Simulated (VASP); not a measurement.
# Rb2H (P4_2/nmc) in VASP: single point with PBE

Aim: the single point of Rb2H with PBE.

Everything below comes from runs of VASP 6.6.1. Logs are shortened: lines on timing, memory, paths and dates and some standing lists are left out, and cuts for length are marked.

## 1. The cell of the first run

Symmetry: P4_2/nmc, No. 137, tetragonal system. Conventional cell: a = 4.529 Å, b = 4.529 Å, c = 15.651 Å, α = 90.00°, β = 90.00°, γ = 90.00°. Within 3.8 Å of Rb (site symmetry 2mm) lie 2 H at 2.87 Å. H (site symmetry -4m2) has 4 Rb at 2.87 Å within 3.8 Å.

## 2. Single point, PBE

INCAR reads:

```
PREC = Accurate
ENCUT = 520
EDIFF = 1E-6
ISMEAR = 0
SIGMA = 0.1
LREAL = False
LASPH = True
NELM = 100
ALGO = Normal
ISIF = 2
LWAVE = False
LCHARG = False
GGA = PE
NBANDS = 28
```

KPOINTS reads:

```
regular mesh
0
Gamma
  8 8 6
```

POSCAR reads:

```
Rb2H
1.0
    4.5290234967      0.0000000000      0.0000000000
    0.0000000000      4.5290234967      0.0000000000
    0.0000000000      0.0000000000     15.6510869977
Rb H
4 2
Direct
    0.0000000000      0.5000000000      0.1130315957
    0.0000000000      0.5000000000      0.6130315957
    0.5000000000      0.0000000000      0.3869684043
    0.5000000000      0.0000000000      0.8869684043
    0.0000000000      0.0000000000      0.0000000000
    0.5000000000      0.5000000000      0.5000000000
```

Potentials or basis: VASP PAW PBE potentials, release 64 (Rb_sv, H).

Launch:

```
$ cat potpaw_PBE.64/Rb_sv/POTCAR potpaw_PBE.64/H/POTCAR > POTCAR
$ mpirun -np 1 vasp_std > vasp.out
```

OUTCAR:

```text
PREC = Accurate
   ENCUT = 520
   EDIFF = 1E-6
   ISMEAR = 0
   LREAL = False
   LASPH = True
   NELM = 100
   ISIF = 2
   GGA = PE

 ion  position               nearest neighbor table
   1  0.000  0.500  0.113-   5 2.87   5 2.87   4 4.77   4 4.77   4 4.77   4 4.77   3 5.35   3 5.35
                             3 5.35   3 5.35
   2  0.000  0.500  0.613-   6 2.87   6 2.87   3 4.77   3 4.77   3 4.77   3 4.77   4 5.35   4 5.35
                             4 5.35   4 5.35
   3  0.500  0.000  0.387-   6 2.87   6 2.87   2 4.77   2 4.77   2 4.77   2 4.77   1 5.35   1 5.35
                             1 5.35   1 5.35
   4  0.500  0.000  0.887-   5 2.87   5 2.87   1 4.77   1 4.77   1 4.77   1 4.77   2 5.35   2 5.35
                             2 5.35   2 5.35
   5  0.000  0.000  0.000-   1 2.87   4 2.87   1 2.87   4 2.87
   6  0.500  0.500  0.500-   2 2.87   3 2.87   3 2.87   2 2.87

  LATTYP: Found a simple tetragonal cell.
 ALAT       =     4.5290234967
 C/A-ratio  =     3.4557310222

  Lattice vectors:

 A1 = (   4.5290234967,   0.0000000000,   0.0000000000)
 A2 = (   0.0000000000,   4.5290234967,   0.0000000000)
 A3 = (   0.0000000000,   0.0000000000,  15.6510869977)

Analysis of symmetry for initial positions (statically):
=====================================================================
 Subroutine PRICEL returns:
 Original cell was already a primitive cell.

 Routine SETGRP: Setting up the symmetry group for a
 simple tetragonal supercell.

 Subroutine GETGRP returns: Found 16 space group operations
 (whereof  8 operations were pure point group operations)
 out of a pool of 16 trial point group operations.

The static configuration has the point symmetry D_2d.
 The point group associated with its full space group is D_4h.

Analysis of symmetry for dynamics (positions and initial velocities):
=====================================================================
 Subroutine PRICEL returns:
 Original cell was already a primitive cell.

 Routine SETGRP: Setting up the symmetry group for a
 simple tetragonal supercell.

 Subroutine GETGRP returns: Found 16 space group operations
 (whereof  8 operations were pure point group operations)
 out of a pool of 16 trial point group operations.

The dynamic configuration has the point symmetry D_2d.
 The point group associated with its full space group is D_4h.

 Subroutine INISYM returns: Found 16 space group operations
 (whereof  8 operations are pure point group operations),
 and found     1 'primitive' translations

----------------------------------------------------------------------------------------

[... 101 lines left out ...]
   LREAL  =      F    real-space projection
   EDIFFG = 0.1E-04   stopping-criterion for IOM
   NSW    =      0    number of steps for IOM
   IBRION =     -1    ionic relax: 0-MD 1-quasi-New 2-CG
   NFREE  =      0    steps in history (QN), initial steepest desc. (CG)
   ISIF   =      2    stress and relaxation
   ISYM   =      2    0-nonsym 1-usesym 2-fastsym
   POTIM  = 0.5000    time-step for ionic-motion
   TEBEG  =    0.0;   TEEND  =   0.0 temperature during run
   PSTRESS=    0.0 pullay stress
   NELECT =      38.0000    total number of electrons
   NUPDOWN=      -1.0000    fix difference up-down
   EMIN   =  10.00;   EMAX   =-10.00  energy-range for DOS
   EFERMI =   0.00;   METHOD = LEGACY
   ISMEAR =     0;   SIGMA  =   0.10  broadening in eV -4-tet -1-fermi 0-gaus
   EFERMI_NEDOS =   21; number of points for ismear=-14 and -15
   IALGO  =     38    algorithm
   IMIX   =      4    mixing-type and parameters
     AMIX     =   0.40;   BMIX     =  1.00
     AMIX_MAG =   1.60;   BMIX_MAG =  1.00
  volume/ion in A,a.u.               =      53.51       361.08
  Fermi-wavevector in a.u.,A,eV,Ry     =   0.803806  1.518974  8.790789  0.646105
  Thomas-Fermi vector in A             =   1.911744
   LORBIT       =      0    0 simple, 1 ext, 2 COOP (PROOUT), +10 PAW based schemes
   GGA     = PE    functional components
   LHFCALC =     F    Hartree Fock is set to
   AEXX    =    0.0000 exact exchange contribution
   IVDW    =     0    specifies the selected vdW correction
   LEPSILON=     F    determine dielectric tensor
   LRPA    =     F    only Hartree local field effects (RPA)
 non-spin polarized calculation
 Gauss-broadening in eV      SIGMA  =   0.10
  energy-cutoff  :      520.00
  volume of cell :      321.04
 maximum number of plane-waves:      8680
 NGX is ok and might be reduce to    36
   NGX = 17   NGY = 17   NGZ = 59

 number of electron      38.0000002 magnetization

 Free energy of the ion-electron system (eV)
  ---------------------------------------------------
  ext. energy  EPLUGINS =         0.00000000
  ---------------------------------------------------
  free energy    TOTEN  =       -10.50545520 eV

  energy without entropy =      -10.49810575  energy(sigma->0) =      -10.50178048

 E-fermi :   0.2958     XC(G=0):  -5.7469

 val. band max:        0.1341758907   @ k =   0.3750   0.1250   0.0000
 cond. band min:       0.3276665026   @ k =   0.3750   0.0000   0.5000
 fundamental gap:      0.1934906119
 Fermi energy:         0.2957760482

 k-point     1 :       0.0000    0.0000    0.0000
  band No.  band energies     occupation
      1     -28.3989      2.00000
      2     -28.3978      2.00000
      3     -28.3930      2.00000
      4     -28.3919      2.00000
      5     -12.5446      2.00000
      6     -12.5360      2.00000
[... 733 lines left out ...]
     27       3.4435      0.00000
     28       3.4435      0.00000

 [... further k-points ...]
[... 5 lines left out ...]
  --------------------------------------------------------------------------------------
  -------------------------------------------------------------------------------------
  Total       -0.0089311     -0.0089311     -0.0123085      0.0000000      0.0000000      0.0000000
  in kB       -0.0445721     -0.0445721     -0.0614274      0.0000000      0.0000000      0.0000000
  external PRESSURE =      -0.0501905 kB  Pullay stress =       0.0000000 kB

 VOLUME and BASIS-vectors are now :
 -----------------------------------------------------------------------------
  energy-cutoff  :      520.00
  volume of cell :      321.04
      direct lattice vectors                 reciprocal lattice vectors
     4.529023497  0.000000000  0.000000000     0.220798148  0.000000000  0.000000000
     0.000000000  4.529023497  0.000000000     0.000000000  0.220798148  0.000000000
     0.000000000  0.000000000 15.651086998     0.000000000  0.000000000  0.063893326

 POSITION                                       TOTAL-FORCE (eV/Angst)
 -----------------------------------------------------------------------------------
      0.00000      2.26451      1.76907        -0.000000     -0.000000     -0.001460
      0.00000      2.26451      9.59461         0.000000      0.000000     -0.001460
      2.26451      0.00000      6.05648        -0.000000      0.000000      0.001460
      2.26451      0.00000     13.88202        -0.000000      0.000000      0.001460
      0.00000      0.00000      0.00000        -0.000000      0.000000      0.000000
      2.26451      2.26451      7.82554         0.000000      0.000000      0.000000
 -----------------------------------------------------------------------------------
    total drift:                                0.000000     -0.000000     -0.000000

  FREE ENERGIE OF THE ION-ELECTRON SYSTEM (eV)
  ---------------------------------------------------
  free  energy   TOTEN  =       -10.5054552024 eV

  energy  without entropy=      -10.4981057520  energy(sigma->0) =      -10.50178048
```

OSZICAR:

```text
N       E                     dE             d eps       ncg     rms          rms(c)
DAV:   1     0.254896475592E+03    0.25490E+03   -0.14527E+04  3360   0.105E+03
DAV:   2     0.146139179249E+02   -0.24028E+03   -0.23551E+03  4372   0.228E+02
DAV:   3    -0.118840488879E+02   -0.26498E+02   -0.26398E+02  4696   0.722E+01
DAV:   4    -0.127902409254E+02   -0.90619E+00   -0.90464E+00  4704   0.133E+01
DAV:   5    -0.128242198263E+02   -0.33979E-01   -0.33973E-01  4792   0.216E+00    0.652E+00
DAV:   6    -0.109221912125E+02    0.19020E+01   -0.26275E+00  3628   0.336E+00    0.349E+00
DAV:   7    -0.104445879024E+02    0.47760E+00   -0.26645E+00  3736   0.309E+00    0.178E+00
DAV:   8    -0.105305698105E+02   -0.85982E-01   -0.33520E-01  3716   0.132E+00    0.715E-01
DAV:   9    -0.105044550426E+02    0.26115E-01   -0.67892E-02  3848   0.502E-01    0.270E-01
DAV:  10    -0.105040068214E+02    0.44822E-03   -0.40195E-02  3904   0.383E-01    0.928E-02
DAV:  11    -0.105053362872E+02   -0.13295E-02   -0.53472E-03  3632   0.186E-01    0.391E-02
DAV:  12    -0.105054434042E+02   -0.10712E-03   -0.66009E-04  3788   0.787E-02    0.108E-02
DAV:  13    -0.105054629478E+02   -0.19544E-04   -0.16012E-04  3812   0.317E-02    0.177E-02
DAV:  14    -0.105054580340E+02    0.49138E-05   -0.19972E-05  3604   0.152E-02    0.984E-03
DAV:  15    -0.105054554117E+02    0.26223E-05   -0.91730E-06  3128   0.859E-03    0.326E-03
DAV:  16    -0.105054552024E+02    0.20926E-06   -0.19857E-06  2728   0.373E-03
   1 F= -.10505455E+02 E0= -.10501780E+02  d E =-.734945E-02
```

It took 11 min on 1 thread of Oxide Virtual Turin-like, shared host; peak memory 0.63 GiB.

Results:

```yaml
Free_energy: -10.5055 eV
Pressure: 0.0 GPa
Band_gap_on_the_k_mesh: zero (band 19 reaches 1.42 eV, above the bottom of band 20 at -0.63 eV)
```
